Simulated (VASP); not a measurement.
# HoO3 (P4/mmm) in VASP: notebook

Runs on HoO3. Level: PBE. Tasks: single point, relaxation of cell and atoms.

Program: VASP 6.6.1. These are calculated values, not measurements. Logs are shortened: lines on timing, memory, paths and dates and some standing lists are left out, and cuts for length are marked.

### 1 The cell of the first run

The structure is tetragonal, space group P4/mmm (No. 123). Conventional cell: a = 3.410 Å, b = 3.410 Å, c = 4.223 Å, α = 90.00°, β = 90.00°, γ = 90.00°. Ho (site symmetry 4/mmm) has 6 O at 2.11 to 2.41 Å within 2.8 Å. Within 2.8 Å of O (site symmetry 4/mmm) lie 6 O at 2.11 to 2.41 Å. Within 2.8 Å of O (site symmetry 4/mmm) lie 2 Ho at 2.11 Å and 4 O at 2.41 Å. O (site symmetry 4/mmm) has 2 O at 2.11 Å and 4 Ho at 2.41 Å within 2.8 Å.

The cell was built from a structure type or drawn by symmetry, and may not be a known phase.

### 2 Single point, PBE

INCAR reads:

```
PREC = Accurate
ENCUT = 600
EDIFF = 1E-6
ISMEAR = 0
SIGMA = 0.1
LREAL = False
LASPH = True
NELM = 200
ALGO = Normal
ISIF = 2
LWAVE = False
LCHARG = False
GGA = PE
NBANDS = 22
GGA_COMPAT = False
LMAXMIX = 6
```

KPOINTS reads:

```
Automatic mesh
0
Gamma
  4 4 4
```

POSCAR reads:

```
HoO3
1.0
    3.4096256922      0.0000000000      0.0000000000
    0.0000000000      3.4096256922      0.0000000000
    0.0000000000      0.0000000000      4.2230392838
Ho O
1 3
Direct
    0.0000000000      0.0000000000      0.5000000000
    0.5000000000      0.5000000000      0.0000000000
    0.0000000000      0.0000000000      0.0000000000
    0.5000000000      0.5000000000      0.5000000000
```

Potentials or basis: VASP PAW PBE potentials, release 64 (Ho_3, O), 4f in core.

The run is started by

```
$ cat potpaw_PBE.64/Ho_3/POTCAR potpaw_PBE.64/O/POTCAR > POTCAR
$ mpirun -np 1 vasp_std > vasp.out
```

OUTCAR:

```text
PREC = Accurate
   ENCUT = 600
   EDIFF = 1E-6
   ISMEAR = 0
   LREAL = False
   LASPH = True
   NELM = 200
   ISIF = 2
   GGA = PE

 ion  position               nearest neighbor table
   1  0.000  0.000  0.500-   3 2.11   3 2.11   4 2.41   4 2.41   4 2.41   4 2.41
   2  0.500  0.500  0.000-
   3  0.000  0.000  0.000-   1 2.11   1 2.11
   4  0.500  0.500  0.500-   1 2.41   1 2.41   1 2.41   1 2.41

  LATTYP: Found a simple tetragonal cell.
 ALAT       =     3.4096256922
 C/A-ratio  =     1.2385638968

  Lattice vectors:

 A1 = (   3.4096256922,   0.0000000000,   0.0000000000)
 A2 = (   0.0000000000,   3.4096256922,   0.0000000000)
 A3 = (   0.0000000000,   0.0000000000,   4.2230392838)

Analysis of symmetry for initial positions (statically):
=====================================================================
 Subroutine PRICEL returns:
 Original cell was already a primitive cell.

 Routine SETGRP: Setting up the symmetry group for a
 simple tetragonal supercell.

 Subroutine GETGRP returns: Found 16 space group operations
 (whereof 16 operations were pure point group operations)
 out of a pool of 16 trial point group operations.

The static configuration has the point symmetry D_4h.

Analysis of symmetry for dynamics (positions and initial velocities):
=====================================================================
 Subroutine PRICEL returns:
 Original cell was already a primitive cell.

 Routine SETGRP: Setting up the symmetry group for a
 simple tetragonal supercell.

 Subroutine GETGRP returns: Found 16 space group operations
 (whereof 16 operations were pure point group operations)
 out of a pool of 16 trial point group operations.

The dynamic configuration has the point symmetry D_4h.

 Subroutine INISYM returns: Found 16 space group operations
 (whereof 16 operations are pure point group operations),
 and found     1 'primitive' translations

----------------------------------------------------------------------------------------

                                     Primitive cell

  volume of cell :      49.0951

[... 77 lines left out ...]
   ISTART =      0    job   : 0-new  1-cont  2-samecut
   ICHARG =      2    charge: 1-file 2-atom 10-const
   ISPIN  =      1    spin polarized calculation?
   LNONCOLLINEAR =      F non collinear calculations
   LSORBIT =      F    spin-orbit coupling
   LASPH  =      T    aspherical Exc in radial PAW
   ENCUT  =  600.0 eV  44.10 Ry    6.64 a.u.   6.81  6.81  8.43*2*pi/ulx,y,z
   NELM   =    200;   NELMIN=  2; NELMDL= -5     # of ELM steps
   EDIFF  = 0.1E-05   stopping-criterion for ELM
   LREAL  =      F    real-space projection
   EDIFFG = 0.1E-04   stopping-criterion for IOM
   NSW    =      0    number of steps for IOM
   IBRION =     -1    ionic relax: 0-MD 1-quasi-New 2-CG
   NFREE  =      0    steps in history (QN), initial steepest desc. (CG)
   ISIF   =      2    stress and relaxation
   ISYM   =      2    0-nonsym 1-usesym 2-fastsym
   POTIM  = 0.5000    time-step for ionic-motion
   TEBEG  =    0.0;   TEEND  =   0.0 temperature during run
   PSTRESS=    0.0 pullay stress
   NELECT =      27.0000    total number of electrons
   NUPDOWN=      -1.0000    fix difference up-down
   EMIN   =  10.00;   EMAX   =-10.00  energy-range for DOS
   EFERMI =   0.00;   METHOD = LEGACY
   ISMEAR =     0;   SIGMA  =   0.10  broadening in eV -4-tet -1-fermi 0-gaus
   EFERMI_NEDOS =   21; number of points for ismear=-14 and -15
   IALGO  =     38    algorithm
   IMIX   =      4    mixing-type and parameters
     AMIX     =   0.40;   BMIX     =  1.00
     AMIX_MAG =   1.60;   BMIX_MAG =  1.00
  volume/ion in A,a.u.               =      12.27        82.83
  Fermi-wavevector in a.u.,A,eV,Ry     =   1.341271  2.534635 24.476993  1.799008
  Thomas-Fermi vector in A             =   2.469518
   LORBIT       =      0    0 simple, 1 ext, 2 COOP (PROOUT), +10 PAW based schemes
   GGA     = PE    functional components
   LHFCALC =     F    Hartree Fock is set to
   AEXX    =    0.0000 exact exchange contribution
   IVDW    =     0    specifies the selected vdW correction
   LEPSILON=     F    determine dielectric tensor
   LRPA    =     F    only Hartree local field effects (RPA)
 non-spin polarized calculation
 Gauss-broadening in eV      SIGMA  =   0.10
  energy-cutoff  :      600.00
  volume of cell :       49.10
 maximum number of plane-waves:      1664
 NGX is ok and might be reduce to    28
   NGX = 13   NGY = 13   NGZ = 17

 number of electron      26.9999990 magnetization

 Free energy of the ion-electron system (eV)
  ---------------------------------------------------
  ext. energy  EPLUGINS =         0.00000000
  ---------------------------------------------------
  free energy    TOTEN  =       -24.33274765 eV

  energy without entropy =      -24.31633388  energy(sigma->0) =      -24.32454076

 E-fermi :   2.6008     XC(G=0): -10.9155

 val. band max:        2.5579601057   @ k =   0.5000   0.2500   0.2500
 cond. band min:       2.6286549322   @ k =   0.5000   0.2500   0.2500
 fundamental gap:      0.0706948265
 Fermi energy:         2.6008029225

 k-point     1 :       0.0000    0.0000    0.0000
  band No.  band energies     occupation
      1     -20.2540      2.00000
      2     -20.2278      2.00000
      3     -20.2278      2.00000
      4     -16.5825      2.00000
      5     -14.7770      2.00000
      6     -12.8427      2.00000
[... 439 lines left out ...]
     21      13.4515      0.00000
     22      13.4515      0.00000

------------------------ aborting loop because EDIFF is reached ----------------------------------------

  FORCE on cell =-STRESS in cart. coord.  units (eV):
  Direction    XX          YY          ZZ          XY          YZ          ZX
  --------------------------------------------------------------------------------------
  -------------------------------------------------------------------------------------
  Total        0.0795923      0.0795923      0.6693851      0.0000000     -0.0000000      0.0000000
  in kB        2.5974251      2.5974251     21.8448025      0.0000000     -0.0000000      0.0000000
  external PRESSURE =       9.0132176 kB  Pullay stress =       0.0000000 kB

 VOLUME and BASIS-vectors are now :
 -----------------------------------------------------------------------------
  energy-cutoff  :      600.00
  volume of cell :       49.10
      direct lattice vectors                 reciprocal lattice vectors
     3.409625692  0.000000000  0.000000000     0.293287325  0.000000000  0.000000000
     0.000000000  3.409625692  0.000000000     0.000000000  0.293287325  0.000000000
     0.000000000  0.000000000  4.223039284     0.000000000  0.000000000  0.236796282

 POSITION                                       TOTAL-FORCE (eV/Angst)
 -----------------------------------------------------------------------------------
      0.00000      0.00000      2.11152         0.000000      0.000000      0.000000
      1.70481      1.70481      0.00000         0.000000      0.000000      0.000000
      0.00000      0.00000      0.00000         0.000000      0.000000      0.000000
      1.70481      1.70481      2.11152         0.000000      0.000000      0.000000
 -----------------------------------------------------------------------------------
    total drift:                                0.000000      0.000000      0.000000

  FREE ENERGIE OF THE ION-ELECTRON SYSTEM (eV)
  ---------------------------------------------------
  free  energy   TOTEN  =       -24.3327476463 eV

  energy  without entropy=      -24.3163338797  energy(sigma->0) =      -24.32454076
```

OSZICAR:

```text
N       E                     dE             d eps       ncg     rms          rms(c)
DAV:   1     0.206871341857E+03    0.20687E+03   -0.13644E+04   904   0.135E+03
DAV:   2    -0.105364036931E+02   -0.21741E+03   -0.20355E+03  1258   0.383E+02
DAV:   3    -0.266118479562E+02   -0.16075E+02   -0.15738E+02  1212   0.102E+02
DAV:   4    -0.267476064484E+02   -0.13576E+00   -0.13552E+00  1076   0.842E+00
DAV:   5    -0.267501961840E+02   -0.25897E-02   -0.25892E-02  1060   0.109E+00    0.314E+01
DAV:   6    -0.260447937456E+02    0.70540E+00   -0.31787E+01  1194   0.296E+01    0.246E+01
DAV:   7    -0.247128593684E+02    0.13319E+01   -0.19689E+01  1190   0.179E+01    0.193E+01
DAV:   8    -0.244068889123E+02    0.30597E+00   -0.19479E+00  1174   0.958E+00    0.679E+00
DAV:   9    -0.243434191274E+02    0.63470E-01   -0.41951E-01  1136   0.490E+00    0.994E-01
DAV:  10    -0.243325391572E+02    0.10880E-01   -0.52934E-02  1122   0.171E+00    0.351E-01
DAV:  11    -0.243327608303E+02   -0.22167E-03   -0.68038E-03   964   0.548E-01    0.153E-01
DAV:  12    -0.243327418799E+02    0.18950E-04   -0.66606E-04  1174   0.184E-01    0.512E-02
DAV:  13    -0.243327466174E+02   -0.47375E-05   -0.25080E-04  1112   0.932E-02    0.217E-02
DAV:  14    -0.243327477783E+02   -0.11609E-05   -0.24469E-05  1206   0.315E-02    0.860E-03
DAV:  15    -0.243327476463E+02    0.13196E-06   -0.12396E-06   610   0.869E-03
   1 F= -.24332748E+02 E0= -.24324541E+02  d E =-.164138E-01
```

Run time: 16 s. Hardware: 1 thread of Intel Xeon 6975P-C (Granite Rapids), shared host; peak memory 0.18 GiB.

What came out:

- Free energy: -24.3327 eV
- Pressure: 0.9 GPa
- Band gap on the k mesh: zero (an odd number of electrons rules out a gap without spin polarisation)

Caveat: the k points lie up to 0.46 Å⁻¹ apart, too coarse for converged energies and pressures of a metal; spin-orbit coupling is left out, which moves the levels of the heavy elements; the 4f electrons are frozen in the core, so they carry no moment and show no levels; an odd number of electrons without spin polarisation forces a metal; a magnetic or distorted state may lie lower; the run has no spin polarisation, though such a crystal can be magnetic. Spin polarisation is off, so any magnetic state and its effect on volume and gap are missing.

### 3 Single point, PBE

This run uses another cell than the first one, of 14.09 Å³/atom.

INCAR reads:

```
ALGO = Normal
EDIFF = 1E-6
ENCUT = 600
GGA = PE
GGA_COMPAT = False
ISIF = 2
ISMEAR = 0
LASPH = True
LCHARG = False
LMAXMIX = 6
LREAL = False
LWAVE = False
NBANDS = 22
NELM = 200
PREC = Accurate
SIGMA = 0.1
```

KPOINTS reads:

```
k-points
0
Gamma
  4 4 4
```

POSCAR reads:

```
HoO3
1.0
    3.7452276600      0.0000000000      0.0000000000
    0.0000000000      3.7452276600      0.0000000000
    0.0000000000      0.0000000000      4.0175535200
Ho O
1 3
Direct
    0.0000000000      0.0000000000      0.5000000000
    0.5000000000      0.5000000000      0.0000000000
    0.0000000000      0.0000000000      0.0000000000
    0.5000000000      0.5000000000      0.5000000000
```

Potentials or basis: VASP PAW PBE potentials, release 64 (Ho_3, O), 4f in core.

The run is started by

```
$ cat potpaw_PBE.64/Ho_3/POTCAR potpaw_PBE.64/O/POTCAR > POTCAR
$ mpirun -np 1 vasp_std > vasp.out
```

It took 21 s on 1 thread of Intel Xeon 6975P-C (Granite Rapids), shared host; peak memory 0.19 GiB.

Results (log left out):

* Free energy: -23.6251 eV
* Pressure: -2.2 GPa
* Band gap on the k mesh: zero (an odd number of electrons rules out a gap without spin polarisation)

Stress tensor (GPa, compression positive):
```
-12.48   0.00   0.00
  0.00 -12.48   0.00
  0.00   0.00  18.43
```

Levels at points of the mesh, in eV from the Fermi level:
```csv
k point,band 9,band 10,band 11,band 12,band 13,band 14,band 15,band 16,band 17,band 18
"(0.00, 0.00, 0.00)",-2.88,-1.24,-1.24,-0.04,0.37,0.37,2.33,3.14,3.26,5.81
"(0.50, 0.00, 0.00)",-3.19,-1.52,-1.15,-0.51,-0.33,-0.05,3.24,4.90,5.12,6.06
"(0.50, 0.50, 0.00)",-3.70,-1.50,-1.50,-0.02,0.59,0.59,3.26,4.46,4.46,5.51
"(0.00, 0.00, 0.50)",-2.75,-1.91,-1.91,-0.95,-0.72,-0.13,-0.13,2.64,3.80,5.96
"(0.50, 0.00, 0.50)",-2.66,-2.56,-1.99,-1.47,-1.10,-0.81,-0.73,5.05,7.47,7.71
"(0.50, 0.50, 0.50)",-3.72,-2.29,-2.29,-0.87,-0.69,0.17,0.17,5.70,7.31,7.34
```

Caveat: the k points lie up to 0.42 Å⁻¹ apart, too coarse for converged energies and pressures of a metal; spin-orbit coupling is left out, which moves the levels of the heavy elements; the 4f electrons are frozen in the core, so they carry no moment and show no levels; an odd number of electrons without spin polarisation forces a metal; a magnetic or distorted state may lie lower; the run has no spin polarisation, though such a crystal can be magnetic. With open d or f shells a metallic result of PBE can be an artefact of self-interaction; +U or a hybrid may open a gap.

[end of part 1 of 2]
